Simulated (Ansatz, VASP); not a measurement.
**Two plane-wave programs on Bi2Te3**

The input INCAR:

```
PREC = Accurate
ENCUT = 520
EDIFF = 1E-7
ISMEAR = 0
SIGMA = 0.1
LREAL = False
LASPH = True
NELM = 60
ALGO = Normal
ISIF = 2
LWAVE = False
LCHARG = False
GGA = PE
NBANDS = 32
```

Contents of KPOINTS:

```
regular mesh
0
Gamma
  3 3 3
```

POSCAR

```
Bi2Te3
1.0
    2.2085012539      1.2750787934      9.9466700000
   -2.2085012539      1.2750787934      9.9466700000
    0.0000000000     -2.5501575869      9.9466700000
Bi Te
2 3
Direct
    0.8120000000      0.8120000000      0.8120000000
    0.4020000000      0.4020000000      0.4020000000
    0.6110000000      0.6110000000      0.6110000000
    0.2000000000      0.2000000000      0.2000000000
    0.0000000000      0.0000000000      0.0000000000
```

Input for Ansatz:

```yaml
crystal:
  lattice:
    - [2.2085012539, 1.2750787934, 9.94667]
    - [-2.2085012539, 1.2750787934, 9.94667]
    - [0.0, -2.5501575869, 9.94667]
  atoms:
    - { symbol: Bi, position: [0.812, 0.812, 0.812] }
    - { symbol: Bi, position: [0.402, 0.402, 0.402] }
    - { symbol: Te, position: [0.611, 0.611, 0.611] }
    - { symbol: Te, position: [0.2, 0.2, 0.2] }
    - { symbol: Te, position: [0.0, 0.0, 0.0] }
basis:
  ecutwfc: 420
kpoints:
  mp_grid: { grid: [3, 3, 3] }
hamiltonian:
  xc: pbe
scf:
  occupations: { method: gaussian, width: 0.1 }
output:
  forces: true
  stress: true
  eigenvalues: true
```

Alike in both runs: task single point; functional PBE; k mesh 3 × 3 × 3; occupations gaussian, width 0.1 eV; no spin polarisation.

|  | VASP | Ansatz |
| --- | --- | --- |
| version | VASP 6.6.1 | Ansatz 0.2.0 |
| potentials or method | VASP PAW PBE potentials, release 64 (Bi_d, Te), cutoff 520 eV | scalar-relativistic, plane waves, PAW |
| valence electrons in the cell | 48 | 78 |

|  | VASP | Ansatz | Ansatz less VASP |
| --- | --- | --- | --- |
| gap on the k mesh at the Fermi level (eV) | none | none | - |
| pressure (GPa) | 1.5 | 1.6 | +0.04 |
| traceless stress, the component that is largest in VASP (GPa) | -0.59 | -0.59 | -0.003 |
| rms of the force components (eV/Å) | 0.513 | 0.507 | -0.0058 |

Atom by atom the forces differ by 0.006 eV/Å (rms over components). A gap of «none» marks a metal or a gap that the smearing closes. VASP's potentials hold 48 valence electrons a cell and Ansatz's 78, so a difference there can come from the potentials and not from the codes.

The k mesh is coarse, so the values compare programs but aren't converged. Spin-orbit coupling is off throughout.
